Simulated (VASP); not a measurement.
SiC: single point with PBEsol

SiC:

```
Si C
1.0
     0.00000    2.17400    2.00008
     2.17400    0.00000    2.00008
     2.17400    2.17400    0.00000
Si C
1 1
Cartesian
  0.0000 0.0000 0.0000
  3.2610 3.2610 3.0001
```

This cell differs from its parent crystal: strain +0.000 along x and y, -0.080 along z.

| Property | Result |
| --- | --- |
| Program | VASP 6.6.1 |
| Task | single point |
| Functional | PBEsol |
| Potentials or basis | VASP PAW PBE potentials, release 64 (Si, C) |
| Cutoff | 520 eV |
| k mesh | 12 × 12 × 12 |
| Occupations | gaussian, width 0.05 eV |
| Spin | no spin polarisation |
| Dipole correction | no |
| Further INCAR settings | ALGO = Normal; EDIFF = 1e-06; NBANDS = 11 |

```
Pressure               : 23.2 GPa
Band gap on the k mesh : 0.30 eV, indirect (least direct gap 4.45 eV)
```

Stress tensor (GPa, compression positive):
```
17.60  0.00  0.00
 0.00 17.60  0.00
 0.00  0.00 34.49
```

Levels at points of the mesh, in eV from the valence-band top:
| k point | band 1 | band 2 | band 3 | band 4 | band 5 | band 6 | band 7 | band 8 | band 9 |
| --- | --- | --- | --- | --- | --- | --- | --- | --- | --- |
| (0.00, 0.00, 0.00) | -16.51 | -0.50 | -0.50 | 0.00 | 6.87 | 7.43 | 7.64 | 7.64 | 13.31 |
| (0.50, 0.00, 0.00) | -12.53 | -9.46 | -1.93 | -0.94 | 5.32 | 6.47 | 8.41 | 10.24 | 16.04 |
| (0.50, 0.50, 0.00) | -10.49 | -7.73 | -4.36 | -4.36 | 0.30 | 3.16 | 14.36 | 14.36 | 16.46 |
| (0.50, 0.00, 0.50) | -11.23 | -8.86 | -3.43 | -3.32 | 1.12 | 4.69 | 13.33 | 14.88 | 16.13 |

Wall time 17 s on 1 thread of Intel(R) Xeon(R) Platinum 8259CL CPU @ 2.50GHz (Skylake/Cascade Lake), with other jobs on the host, peak memory 0.15 GiB.

Caveat: the cell differs from its parent crystal (strain +0.000 along x and y, -0.080 along z); the PAW data sets were made with another functional, which shifts forces and pressure a little. A k mesh can miss the band edges.
